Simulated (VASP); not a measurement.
# B16N17 (a cell with a defect) in VASP: further runs

The runs below take B16N17 (a cell with a defect) through single point, with PBE+D3(BJ).

Program: VASP 6.6.1. These are calculated values, not measurements. Logs are shortened: lines on timing, memory, paths and dates and some standing lists are left out, and cuts for length are marked.

## 1. The cell of the first run

The cell holds a defect, 33 atoms: a = 6.660 Å, b = 6.660 Å, c = 6.660 Å, α = 97.63°, β = 97.63°, γ = 97.63°.

## 2. Single point, PBE+D3(BJ), collinear spin

INCAR reads:

```
ALGO = Normal
EDIFF = 1E-7
ENCUT = 520
GGA = PE
ISIF = 2
ISMEAR = 0
ISPIN = 2
IVDW = 12
LASPH = True
LCHARG = False
LORBIT = 11
LREAL = Auto
LWAVE = False
MAGMOM = 0 0 0 0 0 0 0 0 0 0 0 0 0 0 0 0 0 0 0 0 0 0 0 0 0 0 0 0 0 0 0 0 0.49
NBANDS = 92
NELM = 150
PREC = Accurate
SIGMA = 0.02
```

KPOINTS reads:

```
Automatic mesh
0
Gamma
  2 2 2
  0.5 0.5 0.5
```

POSCAR reads:

```
B16N17
1.0
   -5.0122276274      2.8938109699      3.2948837584
    0.0000000000     -5.7876219398      3.2948837584
    5.0122276274      2.8938109699      3.2948837584
B N
16 17
Direct
    0.2377841285      0.7377871944      0.9867507116
    0.4906006808      0.4909080141      0.9904850009
    0.7499181253      0.2501062353      1.0005563831
    0.9912285478      0.7412866544      0.2403352765
    0.9982422058      0.9980657117      0.9981971161
    0.2325771451      0.4829886424      0.2314630696
    0.4923141004      0.2441301083      0.2419663322
    0.7594483333      0.7566073114      0.5046508470
    0.7542619864      1.0041400179      0.2523472317
    0.9928730616      0.4932663800      0.4929452478
    0.2420788370      0.2431578881      0.4918978982
    0.4852671872      0.7337481399      0.7323655019
    0.5150239541      1.0246573405      0.5133277024
    0.7523669282      0.5022243508      0.7547846157
    1.0011211599      0.2506885718      0.7506147797
    0.2494612855      0.9988584692      0.7510011570
    0.5895171662      0.0911091352      0.3380096342
    0.8343953010      0.8346240627      0.3325280302
    0.0656192970      0.5668925870      0.3166226619
    0.3373345726      0.0884162454      0.5872057064
    0.3150905441      0.3144744590      0.3151739401
    0.6269528471      0.8794093936      0.6239751292
    0.8374656873      0.5866636097      0.5873565356
    0.0828257547      0.0830687188      0.8328381802
    0.0769180096      0.3271809229      0.5768446263
    0.3234555209      0.8263487708      0.8259482621
    0.5833717407      0.5798526706      0.8345225450
    0.8340638922      0.0840995289      0.0838631273
    0.8352041826      0.3343065289      0.8350513563
    0.0751935929      0.8255292757      0.0752071598
    0.3123230622      0.5626006601      0.0616895928
    0.5773223209      0.3272224591      0.0774619422
    0.4722628375      0.6977379972      0.4976176317
```

Potentials or basis: VASP PAW PBE potentials, release 64 (B, N).

On the command line:

```console
> cat potpaw_PBE.64/B/POTCAR potpaw_PBE.64/N/POTCAR > POTCAR
> mpirun -np 1 vasp_std > vasp.out
```

OUTCAR:

```text
EDIFF = 1E-7
   ENCUT = 520
   GGA = PE
   ISIF = 2
   ISMEAR = 0
   ISPIN = 2
   IVDW = 12
   LASPH = True
   LORBIT = 11
   LREAL = Auto
   NELM = 150
   PREC = Accurate
 IVDW          = 12

 ion  position               nearest neighbor table
   1  0.238  0.738  0.987-  26 1.44  31 1.45  30 1.45
   2  0.491  0.491  0.990-  27 1.43  31 1.45  32 1.45
   3  0.750  0.250  0.001-  28 1.45  32 1.45  29 1.45
   4  0.991  0.741  0.240-  30 1.44  19 1.45  18 1.45
   5  0.998  0.998  0.998-  30 1.45  28 1.45  24 1.45
   6  0.233  0.483  0.231-  31 1.44  19 1.46  21 1.46
   7  0.492  0.244  0.242-  32 1.44  21 1.45  17 1.45
   8  0.759  0.757  0.505-  18 1.44  23 1.45  22 1.51  33 1.89
   9  0.754  0.004  0.252-  28 1.44  18 1.45  17 1.45
  10  0.993  0.493  0.493-  23 1.45  25 1.45  19 1.45
  11  0.242  0.243  0.492-  21 1.44  25 1.44  20 1.45
  12  0.485  0.734  0.732-  26 1.48  27 1.48  33 1.54  22 1.57
  13  0.515  0.025  0.513-  17 1.43  20 1.43  22 1.51
  14  0.752  0.502  0.755-  27 1.43  29 1.44  23 1.46
  15  0.001  0.251  0.751-  24 1.44  29 1.45  25 1.45
  16  0.249  0.999  0.751-  26 1.43  24 1.44  20 1.46
  17  0.590  0.091  0.338-  13 1.43   7 1.45   9 1.45
  18  0.834  0.835  0.333-   8 1.44   9 1.45   4 1.45
  19  0.066  0.567  0.317-  10 1.45   4 1.45   6 1.46
  20  0.337  0.088  0.587-  13 1.43  11 1.45  16 1.46
  21  0.315  0.314  0.315-  11 1.44   7 1.45   6 1.46
  22  0.627  0.879  0.624-  13 1.51   8 1.51  33 1.55  12 1.57
  23  0.837  0.587  0.587-  10 1.45   8 1.45  14 1.46
  24  0.083  0.083  0.833-  15 1.44  16 1.44   5 1.45
  25  0.077  0.327  0.577-  11 1.44  10 1.45  15 1.45
  26  0.323  0.826  0.826-  16 1.43   1 1.44  12 1.48
  27  0.583  0.580  0.835-   2 1.43  14 1.43  12 1.48
  28  0.834  0.084  0.084-   9 1.44   3 1.45   5 1.45
  29  0.835  0.334  0.835-  14 1.44  15 1.45   3 1.45
  30  0.075  0.826  0.075-   4 1.44   5 1.45   1 1.45
  31  0.312  0.563  0.062-   6 1.44   1 1.45   2 1.45
  32  0.577  0.327  0.077-   7 1.44   3 1.45   2 1.45
  33  0.472  0.698  0.498-  12 1.54  22 1.55   8 1.89

  LATTYP: Found a trigonal (rhomboedric) cell.
 ALAT       =     6.6597917910
 COS(alpha) =    -0.1328444051

  Lattice vectors:

 A1 = (  -5.0122276274,   2.8938109699,   3.2948837584)
 A2 = (   0.0000000000,  -5.7876219398,   3.2948837584)
 A3 = (   5.0122276274,   2.8938109699,   3.2948837584)

Analysis of symmetry for initial positions (statically):
=====================================================================
 Subroutine PRICEL returns:
 Original cell was already a primitive cell.

 Routine SETGRP: Setting up the symmetry group for a
 trigonal (rhombohedral) supercell.

 Subroutine GETGRP returns: Found  1 space group operations
 (whereof  1 operations were pure point group operations)
 out of a pool of 12 trial point group operations.

The static configuration has the point symmetry C_1 .

Analysis of symmetry for dynamics (positions and initial velocities):
=====================================================================
 Subroutine PRICEL returns:
 Original cell was already a primitive cell.

 Routine SETGRP: Setting up the symmetry group for a
 trigonal (rhombohedral) supercell.

 Subroutine GETGRP returns: Found  1 space group operations
 (whereof  1 operations were pure point group operations)
 out of a pool of 12 trial point group operations.

The dynamic configuration has the point symmetry C_1 .

Analysis of structural, dynamic, and magnetic symmetry:
=====================================================================
 Subroutine PRICEL returns:
 Original cell was already a primitive cell.

 Routine SETGRP: Setting up the symmetry group for a
 trigonal (rhombohedral) supercell.

 Subroutine GETGRP returns: Found  1 space group operations
 (whereof  1 operations were pure point group operations)
 out of a pool of 12 trial point group operations.

The overall configuration has the point symmetry C_1 .

 Subroutine INISYM returns: Found  1 space group operations
 (whereof  1 operations are pure point group operations),
 and found     1 'primitive' translations

----------------------------------------------------------------------------------------

                                     Primitive cell

  volume of cell :     286.7426

  direct lattice vectors                    reciprocal lattice vectors
[... 118 lines left out ...]
 SYSTEM =  unknown system
   PREC   = accura    normal or accurate (medium, high low for compatibility)
   ISTART =      0    job   : 0-new  1-cont  2-samecut
   ICHARG =      2    charge: 1-file 2-atom 10-const
   ISPIN  =      2    spin polarized calculation?
   LNONCOLLINEAR =      F non collinear calculations
   LSORBIT =      F    spin-orbit coupling
   LASPH  =      T    aspherical Exc in radial PAW
   ENCUT  =  520.0 eV  38.22 Ry    6.18 a.u.  12.38 12.38 12.38*2*pi/ulx,y,z
   NELM   =    150;   NELMIN=  2; NELMDL= -5     # of ELM steps
   EDIFF  = 0.1E-06   stopping-criterion for ELM
   LREAL  =      T    real-space projection
   EDIFFG = 0.1E-05   stopping-criterion for IOM
   NSW    =      0    number of steps for IOM
   IBRION =     -1    ionic relax: 0-MD 1-quasi-New 2-CG
   NFREE  =      0    steps in history (QN), initial steepest desc. (CG)
   ISIF   =      2    stress and relaxation
   ISYM   =      2    0-nonsym 1-usesym 2-fastsym
   POTIM  = 0.5000    time-step for ionic-motion
   TEBEG  =    0.0;   TEEND  =   0.0 temperature during run
   PSTRESS=    0.0 pullay stress
   NELECT =     133.0000    total number of electrons
   NUPDOWN=      -1.0000    fix difference up-down
   EMIN   =  10.00;   EMAX   =-10.00  energy-range for DOS
   EFERMI =   0.00;   METHOD = LEGACY
   ISMEAR =     0;   SIGMA  =   0.02  broadening in eV -4-tet -1-fermi 0-gaus
   EFERMI_NEDOS =   21; number of points for ismear=-14 and -15
   IALGO  =     38    algorithm
   IMIX   =      4    mixing-type and parameters
     AMIX     =   0.40;   BMIX     =  1.00
     AMIX_MAG =   1.60;   BMIX_MAG =  1.00
  volume/ion in A,a.u.               =       8.69        58.64
  Fermi-wavevector in a.u.,A,eV,Ry     =   1.267247  2.394750 21.849800  1.605915
  Thomas-Fermi vector in A             =   2.400405
   LORBIT       =     11    0 simple, 1 ext, 2 COOP (PROOUT), +10 PAW based schemes
   GGA     = PE    functional components
   LHFCALC =     F    Hartree Fock is set to
   AEXX    =    0.0000 exact exchange contribution
   IVDW    =    12    specifies the selected vdW correction
   LEPSILON=     F    determine dielectric tensor
   LRPA    =     F    only Hartree local field effects (RPA)
 spin polarized calculation
 Gauss-broadening in eV      SIGMA  =   0.02
  energy-cutoff  :      520.00
  volume of cell :      286.74
 maximum number of plane-waves:      7728
 NGX is ok and might be reduce to    50
   NGX = 25   NGY = 25   NGZ = 25

 number of electron     133.0000029 magnetization       0.9999937

 Free energy of the ion-electron system (eV)
  ---------------------------------------------------
  ext. energy  EPLUGINS =         0.00000000
  ---------------------------------------------------
  free energy    TOTEN  =      -284.21418362 eV

  energy without entropy =     -284.21418362  energy(sigma->0) =     -284.21418362

 E-fermi :   3.1635     XC(G=0): -10.3261

 val. band max:        3.0101919785   @ k =   0.2500   0.2500   0.2500
 cond. band min:       3.6017196602   @ k =  -0.2500   0.2500   0.2500
 fundamental gap:      0.5915276817
 Fermi energy:         3.1634670353

 spin component 1

 k-point     1 :       0.2500    0.2500    0.2500
  band No.  band energies     occupation
      1     -17.3234      1.00000
      2     -14.9169      1.00000
      3     -14.1204      1.00000
      4     -14.0744      1.00000
      5     -13.9138      1.00000
      6     -13.8351      1.00000
[... 313 lines left out ...]
     77       9.5326      0.00000
     78       9.9026      0.00000
 Fermi energy:         3.1634670353

 spin component 2

 k-point     1 :       0.2500    0.2500    0.2500
  band No.  band energies     occupation
      1     -17.0295      1.00000
      2     -14.8910      1.00000
      3     -14.0890      1.00000
      4     -14.0562      1.00000
      5     -13.8968      1.00000
      6     -13.8148      1.00000
[... 313 lines left out ...]
     77       9.5904      0.00000
     78       9.9356      0.00000
 [bands above 78 left out]

------------------------ aborting loop because EDIFF is reached ----------------------------------------

 Edisp (eV)   -4.78606

 E8    (eV) :    -1.3996

  FORCE on cell =-STRESS in cart. coord.  units (eV):
  Direction    XX          YY          ZZ          XY          YZ          ZX
  --------------------------------------------------------------------------------------
  -------------------------------------------------------------------------------------
  Total       1.86075     2.87607     2.83381     0.92113     0.05401     0.19167
  in kB      10.39695    16.07005    15.83392     5.14685     0.30181     1.07096
  external pressure =       14.10 kB  Pullay stress =        0.00 kB

 VOLUME and BASIS-vectors are now :
 -----------------------------------------------------------------------------
  energy-cutoff  :      520.00
  volume of cell :      286.74
      direct lattice vectors                 reciprocal lattice vectors
    -5.012227627  2.893810970  3.294883758    -0.099756044  0.057594179  0.101166948
     0.000000000 -5.787621940  3.294883758     0.000000000 -0.115188358  0.101166948
     5.012227627  2.893810970  3.294883758     0.099756044  0.057594179  0.101166948

 POSITION                                       TOTAL-FORCE (eV/Angst)
 -----------------------------------------------------------------------------------
      3.75399     -0.72646      6.46562        -0.004209      0.000773     -0.001794
      2.50553      1.44479      6.49749         0.001857     -0.005734     -0.001139
     -3.75597      0.72421      3.29680        -0.004968     -0.001331      0.000056
     -3.76365     -0.72637      6.50031        -0.004985      0.003094     -0.000622
     -0.00023      0.00089      9.86655        -0.004500      0.000445     -0.000017
     -0.00558     -1.45251      3.12035         0.000131      0.000672      0.001134
[... 25 lines left out ...]
     -2.50541      0.00098      3.23560         0.002863     -0.003010     -0.000376
      0.12708     -1.23159      5.49461        -0.011241      0.004119     -0.124382
 -----------------------------------------------------------------------------------
    total drift:                               -0.000342     -0.004944     -0.000470

  FREE ENERGIE OF THE ION-ELECTRON SYSTEM (eV)
  ---------------------------------------------------
  free  energy   TOTEN  =      -289.0002412670 eV

  energy  without entropy=     -289.0002412670  energy(sigma->0) =     -289.00024127

 total charge

# of ion       s       p       d       tot
------------------------------------------
    1        0.743   1.428   0.000   2.171
    2        0.744   1.432   0.000   2.177
    3        0.744   1.424   0.000   2.168
    4        0.744   1.426   0.000   2.170
    5        0.743   1.423   0.000   2.166
    6        0.738   1.402   0.000   2.140
[... 25 lines left out ...]
   32        1.226   2.797   0.000   4.023
   33        1.329   2.298   0.000   3.627
--------------------------------------------------
tot         32.791  69.582   0.000 102.373

 magnetization (x)

# of ion       s       p       d       tot
------------------------------------------
    1        0.000  -0.000   0.000  -0.000
    2        0.000   0.001   0.000   0.001
    3       -0.000   0.000   0.000   0.000
    4       -0.000  -0.002   0.000  -0.002
    5       -0.000   0.000   0.000   0.000
    6       -0.000  -0.001   0.000  -0.002
[... 25 lines left out ...]
   32        0.000   0.003   0.000   0.004
   33        0.014   0.458   0.000   0.471
--------------------------------------------------
tot          0.021   0.694   0.000   0.715
```

Run time: 16 min. Hardware: 1 thread of AMD EPYC 7R13, shared host; peak memory 0.48 GiB.

Results:

```yaml
Free_energy: -289.0002 eV
Pressure: 1.4 GPa
Largest_force: 0.125 eV/Å
Band_gap_on_the_k_mesh: 0.59 eV
Net_moment: 1.00 μB per cell
Site_moments: B -0.00, +0.00, -0.01, +0.01; N +0.02, +0.03, +0.01, +0.05, +0.00, +0.47 μB
Valence_electrons_inside_the_program's_atomic_spheres: B 2.17, 2.18, 2.14, 2.11; N 4.02, 4.01, 3.89, 4.03, 3.63
Dispersion_energy_per_atom: -0.145 eV
```

Forces on the atoms (eV/Å):
```
B   -0.004  0.001 -0.002
B    0.002 -0.006 -0.001
B   -0.005 -0.001  0.000
B   -0.005  0.003 -0.001
B   -0.004  0.000  0.000
B    0.000  0.001  0.001
B    0.005 -0.006 -0.003
B   -0.019  0.012  0.008
B   -0.002  0.002  0.001
B   -0.003  0.007  0.001
B    0.001 -0.001 -0.002
B    0.048  0.013  0.028
B    0.012 -0.012  0.010
B   -0.002  0.000  0.002
B   -0.005 -0.001  0.002
B   -0.004 -0.003  0.001
N    0.000  0.000 -0.002
N    0.003 -0.008  0.000
N   -0.006 -0.002  0.000
N   -0.009  0.011  0.000
N   -0.010  0.000  0.001
N   -0.004 -0.016  0.081
N    0.010 -0.003 -0.001
N    0.002  0.001 -0.001
N    0.004  0.001 -0.001
N   -0.005  0.008  0.002
N    0.007  0.003  0.000
N    0.001 -0.001  0.000
N    0.006 -0.004 -0.001
N   -0.002  0.000  0.001
N   -0.007  0.001  0.001
N    0.003 -0.003  0.000
N   -0.011  0.004 -0.124
```

Stress tensor (GPa, compression positive):
```
1.04 0.51 0.11
0.51 1.61 0.03
0.11 0.03 1.58
```

Levels at points of the mesh, in eV from the valence-band top:
Spin up:
| k point | band 65 | band 66 | band 67 | band 68 | band 69 | band 70 |
| --- | --- | --- | --- | --- | --- | --- |
| (0.25, 0.25, 0.25) | -1.25 | -0.48 | -0.13 | 4.13 | 4.50 | 4.72 |
Spin down:
```csv
k point,band 62,band 63,band 64,band 65,band 66,band 67,band 68,band 69,band 70,band 71
"(0.25, 0.25, 0.25)",-1.52,-1.43,-1.34,-1.19,0.00,0.65,4.20,4.57,4.75,4.90
```

## 3. Single point, PBE+D3(BJ), collinear spin

INCAR reads:

```
PREC = Accurate
ENCUT = 520
EDIFF = 1E-6
ISMEAR = 0
SIGMA = 0.02
LREAL = Auto
LASPH = True
NELM = 150
ALGO = Normal
ISIF = 2
LWAVE = False
LCHARG = True
ISPIN = 2
MAGMOM = 0 0 0 0 0 0 0 0 0 0 0 0 0 0 0 0 0 0 0 0 0 0 0 0 0 0 0 0 0 0 0 0 0.49
LORBIT = 11
GGA = PE
IVDW = 12
LELF = True
LVHAR = True
NBANDS = 92
```

KPOINTS is that of step 2.

POSCAR reads:

```
B16N17
1.0
   -5.0122276274      2.8938109699      3.2948837584
    0.0000000000     -5.7876219398      3.2948837584
    5.0122276274      2.8938109699      3.2948837584
B N
16 17
Direct
    0.2385604234      0.7384872806      0.9879627409
    0.4904777459      0.4906989665      0.9904500509
    0.7495159400      0.2498522634      1.0000801788
    0.9925662210      0.7414810211      0.2405650590
    0.9983343421      0.9981421226      0.9984091591
    0.2328410693      0.4829298751      0.2314029862
    0.4923128178      0.2441133772      0.2418453424
    0.7703649638      0.7624983739      0.5099043269
    0.7554372760      1.0055971324      0.2534776311
    0.9928957917      0.4926543320      0.4922990139
    0.2420121478      0.2426777289      0.4916480568
    0.4832131432      0.7322420103      0.7327750332
    0.5147001469      1.0241882979      0.5123975779
    0.7524898407      0.5027645667      0.7550344179
    1.0007368450      0.2505959354      0.7503068778
    0.2506467762      1.0000619047      0.7523358827
    0.5903083649      0.0920242503      0.3384363244
    0.8389081177      0.8379592991      0.3357811275
    0.0641657674      0.5654347975      0.3152048450
    0.3379635702      0.0889195186      0.5877311572
    0.3143944328      0.3133132416      0.3143285938
    0.6209288712      0.8715769284      0.6153618854
    0.8389717158      0.5881215346      0.5881702572
    0.0823786620      0.0828722461      0.8325858113
    0.0765816023      0.3266895891      0.5763994849
    0.3259614412      0.8295684444      0.8299680802
    0.5837701855      0.5798413730      0.8349160020
    0.8336901891      0.0837585171      0.0835492778
    0.8345865885      0.3338330568      0.8343657286
    0.0753848596      0.8256845955      0.0754305479
    0.3119912822      0.5620801649      0.0611148071
    0.5773482522      0.3272463074      0.0774619369
    0.4535849602      0.6942493484      0.4997640281
```

Potentials or basis: VASP PAW PBE potentials, release 64 (B, N).

On the command line:

```console
> cat potpaw_PBE.64/B/POTCAR potpaw_PBE.64/N/POTCAR > POTCAR
> mpirun -np 1 vasp_std > vasp.out
```

Wall time 3.5 min (1 thread of Intel Xeon 6975P-C (Granite Rapids), shared host); peak memory 0.5 GiB.

It converged, with:

| Item | Value |
| --- | --- |
| Free energy | -289.0429 eV |
| Pressure | 1.9 GPa |
| Largest force | 0.241 eV/Å |
| Band gap on the k mesh | 0.85 eV |
| Net moment | 1.00 μB per cell |
| Site moments | B +0.00, -0.00, -0.01, +0.01; N +0.01, +0.02, +0.03, +0.00, +0.52 μB |
| Valence electrons inside the program's atomic spheres | B 2.18, 2.17, 2.13, 2.16, 2.14; N 4.03, 4.01, 4.02, 3.91, 3.62 |
| Dispersion energy per atom | -0.146 eV |

Forces on the atoms (eV/Å):
```
B    0.001  0.005  0.010
B    0.001  0.000 -0.002
B   -0.003 -0.003 -0.004
B   -0.013  0.009  0.006
B   -0.002  0.000  0.002
B   -0.004  0.003  0.003
B   -0.002 -0.003 -0.003
B   -0.057  0.029  0.109
B   -0.004 -0.004  0.018
B   -0.012  0.004 -0.006
B   -0.005  0.001 -0.005
B    0.057  0.029  0.016
B   -0.004 -0.014  0.002
B   -0.002 -0.006  0.007
B   -0.002 -0.001 -0.002
B   -0.003 -0.004  0.018
N   -0.003  0.001  0.007
N   -0.006  0.003  0.050
N    0.000 -0.002 -0.018
N   -0.005  0.006  0.007
N   -0.005  0.005 -0.011
N   -0.033 -0.007 -0.043
N   -0.002 -0.006  0.016
N   -0.002 -0.003 -0.004
N   -0.001  0.003 -0.007
N    0.003  0.002  0.044
N   -0.004 -0.001  0.001
N   -0.003  0.000 -0.003
N   -0.003 -0.003 -0.009
N   -0.004  0.002  0.003
N   -0.006 -0.002 -0.005
N   -0.003 -0.001  0.000
N    0.131 -0.042 -0.198
```

Stress tensor (GPa, compression positive):
```
 1.96  0.43 -0.02
 0.43  1.89  0.06
-0.02  0.06  1.76
```

Levels at points of the mesh, in eV from the valence-band top:
Spin up:
```tsv
k point	band 64	band 65	band 66	band 67	band 68	band 69	band 70	band 71
(0.25, 0.25, 0.25)	-1.39	-1.22	-0.52	-0.14	3.98	4.49	4.68	4.83
```
Spin down:
```csv
k point,band 64,band 65,band 66,band 67,band 68,band 69
"(0.25, 0.25, 0.25)",-1.35,-1.15,0.00,0.89,4.07,4.53
```

[end of part 1 of 2]
